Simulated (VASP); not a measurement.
Wanted: the native input for a VASP 6.6.1 run.

- Task: single point
- Functional: RPBE
- Dispersion: D4
- Potentials or basis: VASP PAW PBE potentials, release 64 (Zr_sv)
- Cutoff: 500 eV
- k mesh: 9 × 9 × 5
- Occupations: fermi-dirac, width 0.05 eV
- Spin: no spin polarisation
- Dipole correction: no
- Further INCAR settings: ALGO = Normal; EDIFF = 1e-06; NBANDS = 19

The structure of Zr lies in POSCAR:

```
Zr
1.0
    3.1660223034      0.0000000000      0.0000000000
   -1.5830111517      2.7418557436      0.0000000000
    0.0000000000      0.0000000000      5.0419297016
Zr
2
Direct
    0.6666666667      0.3333333333      0.7500000000
    0.3333333333      0.6666666667      0.2500000000
```

One way to write it, as run:

INCAR

```
  PREC = Accurate
  ENCUT = 500
  EDIFF = 1E-6
  ISMEAR = -1
  SIGMA = 0.05
  LREAL = False
  LASPH = True
  NELM = 120
  ALGO = Normal
  ISIF = 2
  LWAVE = False
  LCHARG = False
  GGA = RP
  IVDW = 13
  NBANDS = 19
  GGA_COMPAT = False
```

KPOINTS

```
regular mesh
0
Gamma
  9 9 5
```

Potentials or basis: VASP PAW PBE potentials, release 64 (Zr_sv).

Run with:

```sh
$ cat potpaw_PBE.64/Zr_sv/POTCAR > POTCAR
$ mpirun -np 1 vasp_std > vasp.out
```

It gave:

The pressure is 6.8 GPa, the band gap on the k mesh is zero (band 12 reaches 10.66 eV, above the bottom of band 13 at 9.55 eV) and the dispersion energy per atom is -0.359 eV.

Caveat: the PAW data sets were made with another functional, which shifts forces and pressure a little; pairwise dispersion overbinds metals, which lowers pressure and volume.

Wall time 18 s on 1 thread of AMD EPYC 7R43 64-Core Processor (Zen 3) (shared host), peak memory 0.13 GiB.
